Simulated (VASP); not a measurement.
Input of a VASP 6.6.1 run:

POSCAR

```
SnSe2
1.0
    3.8110000000      0.0000000000      0.0000000000
   -1.9055000000      3.3004228138      0.0000000000
    0.0000000000      0.0000000000      6.1360000000
Sn Se
1 2
Direct
    0.0000000000      0.0000000000      0.0000000000
    0.6666666667      0.3333333333      0.7510000000
    0.3333333333      0.6666666667      0.2490000000
```

INCAR.step1

```
ALGO = Normal
EDIFF = 1E-5
ENCUT = 400
GGA = PE
GGA_COMPAT = False
ISIF = 2
ISMEAR = -1
LASPH = True
LREAL = False
LWAVE = True
NBANDS = 20
NELM = 120
PREC = Accurate
SIGMA = 0.05
```

INCAR.step2

```
AEXX = 0.5
ALGO = Normal
EDIFF = 1E-6
ENCUT = 400
GGA = PE
GGA_COMPAT = False
HFSCREEN = 0.2078699
ISIF = 2
ISMEAR = -1
ISTART = 1
LASPH = True
LCHARG = True
LELF = True
LHFCALC = True
LREAL = False
LVHAR = True
LWAVE = False
NBANDS = 20
NELM = 120
PREC = Accurate
PRECFOCK = Normal
SIGMA = 0.05
```

File KPOINTS:

```
k-points
0
Gamma
  5 5 3
```

Potentials or basis: VASP PAW PBE potentials, release 64 (Sn_d, Se).

Command:

```console
$ cat potpaw_PBE.64/Sn_d/POTCAR potpaw_PBE.64/Se/POTCAR > POTCAR
$ cp INCAR.step1 INCAR
$ mpirun -np 1 vasp_std > vasp.out
$ cp INCAR.step2 INCAR
$ mpirun -np 1 vasp_std > vasp.out
```

What does it give for the pressure?

-0.2 GPa.

What does it give for the band gap on the k mesh?

2.37 eV (least direct gap 2.87 eV).

Forces in eV/Å, atoms in the order of the input:
```
Sn   0.000  0.000  0.000
Se   0.000  0.000  0.165
Se   0.000  0.000 -0.165
```

Caveat: the PAW data sets were made with another functional, which shifts forces and pressure a little; spin-orbit coupling is left out, which moves the levels of the heavy elements; an odd mesh through Γ misses points on the zone boundary, where band edges can lie.
